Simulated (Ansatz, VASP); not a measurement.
MgS: VASP beside Ansatz

Contents of INCAR:

```
SYSTEM = MgS
  PREC = Accurate
  ENCUT = 600
  EDIFF = 1E-6
  ISMEAR = 0
  SIGMA = 0.05
  LREAL = .FALSE.
  LASPH = .TRUE.
  NELM = 120
  ALGO = Normal
  ISIF = 2
  LWAVE = .FALSE.
  LCHARG = .TRUE.
  GGA = PE
  IVDW = 13
  LELF = .TRUE.
  LVHAR = .TRUE.
  NBANDS = 11
  GGA_COMPAT = .FALSE.
```

File KPOINTS:

```
Automatic mesh
0
G
  8 8 8
  0 0 0
```

File POSCAR:

```
MgS
1.0
    0.0000000000      2.5683344432      2.5683344432
    2.5683344432      0.0000000000      2.5683344432
    2.5683344432      2.5683344432      0.0000000000
Mg S
1 1
Direct
    0.0000000000      0.0000000000      0.0000000000
    0.5000000000      0.5000000000      0.5000000000
```

Input for Ansatz:

```yaml
crystal:
  lattice:
    - [0.0, 2.5683344432, 2.5683344432]
    - [2.5683344432, 0.0, 2.5683344432]
    - [2.5683344432, 2.5683344432, 0.0]
  atoms:
    - { symbol: Mg, position: [0.0, 0.0, 0.0] }
    - { symbol: S, position: [0.5, 0.5, 0.5] }
basis:
  ecutwfc: 420
  ecutrho_ratio: 4
kpoints:
  mp_grid: { grid: [8, 8, 8] }
hamiltonian:
  xc: pbe
  dispersion: d4
scf:
  occupations: { method: gaussian, width: 0.05 }
output:
  forces: true
  stress: true
  eigenvalues: true
```

Alike in both runs: task single point; functional PBE; dispersion D4; k mesh 8 × 8 × 8; occupations gaussian, width 0.05 eV; no spin polarisation.

|  | VASP | Ansatz |
| --- | --- | --- |
| version | VASP 6.6.1 | Ansatz 0.2.0 |
| potentials or method | VASP PAW PBE potentials, release 64 (Mg, S), cutoff 600 eV | scalar-relativistic, plane waves, PAW |
| valence electrons in the cell | 8 | 16 |

Ansatz gave:

| Property | Result |
| --- | --- |
| gap on the k mesh at the Fermi level (eV) | 2.87 |
| least direct gap on the mesh (eV) | 4.03 |
| pressure (GPa) | 1.7 |

Q: Which values does VASP return?

A: gap on the k mesh at the Fermi level (eV): 2.86; least direct gap on the mesh (eV): 4.02; pressure (GPa): 1.4.

VASP's potentials hold 8 valence electrons a cell and Ansatz's 16, so a difference there can come from the potentials and not from the codes.
